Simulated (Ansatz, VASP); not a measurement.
**MnSb in VASP and in Ansatz**

File INCAR:

```
  ALGO = Normal
  EDIFF = 1E-6
  ENCUT = 520
  GGA = PE
  ISIF = 2
  ISMEAR = -1
  ISPIN = 2
  LASPH = T
  LCHARG = T
  LELF = T
  LMAXMIX = 4
  LORBIT = 11
  LREAL = F
  LVHAR = T
  LWAVE = F
  MAGMOM = 4 0
  NBANDS = 20
  NELM = 150
  PREC = Accurate
  SIGMA = 0.08
```

File KPOINTS:

```
k-points
0
Gamma
  12 12 12
```

The input POSCAR:

```
MnSb
1.0
    0.0000000000      2.4817058913      2.4817058913
    2.4817058913      0.0000000000      2.4817058913
    2.4817058913      2.4817058913      0.0000000000
Mn Sb
1 1
Direct
    0.0000000000      0.0000000000      0.0000000000
    0.5000000000      0.5000000000      0.5000000000
```

Input for Ansatz:

```yaml
crystal:
  lattice:
    - [0.0, 2.4817058913, 2.4817058913]
    - [2.4817058913, 0.0, 2.4817058913]
    - [2.4817058913, 2.4817058913, 0.0]
  atoms:
    - { symbol: Mn, position: [0.0, 0.0, 0.0], spin: 4.0 }
    - { symbol: Sb, position: [0.5, 0.5, 0.5] }
magnetization:
  spin_polarized: true
kpoints:
  mp_grid: { grid: [12, 12, 12] }
scf:
  occupations: { method: fermi_dirac, width: 0.08 }
hamiltonian:
  xc: pbe
  pseudopotentials: { kind: paw }
output:
  forces: true
  stress: true
  eigenvalues: true
  populations: true
  write_density: true
  write_potential: true
  elf: true
  volumetric_format: npy
```

Change from the starting cell: volume scaled by 0.7, PAW files.

Alike in both runs: task single point; functional PBE; k mesh 12 × 12 × 12; occupations fermi-dirac, width 0.08 eV; collinear spin.

|  | VASP | Ansatz |
| --- | --- | --- |
| version | VASP 6.6.1 | Ansatz 0.2.0 |
| potentials or method | VASP PAW PBE potentials, release 64 (Mn_pv, Sb) | PAW with Ansatz's default frozen-core files, scalar-relativistic |
| plane-wave cutoff (eV) | 520 | 420 |
| valence electrons in the cell | 18 | 30 |

|  | VASP | Ansatz | Ansatz less VASP |
| --- | --- | --- | --- |
| pressure (GPa) | 40.7 | 41.4 | +0.68 |
| net moment per atom (μB) | 1.22 | 1.23 | +0.018 |
| size of the moment on the site where the two differ most (μB) | 2.44 | 2.39 | -0.052 |

Site moments also hang on the region over which each program counts them. Both programs put the cell under a high pressure, so it lies far from rest at this level. VASP's potentials hold 18 valence electrons a cell and Ansatz's 30, so a difference there can come from the potentials and not from the codes.

Spin-orbit coupling is off throughout.
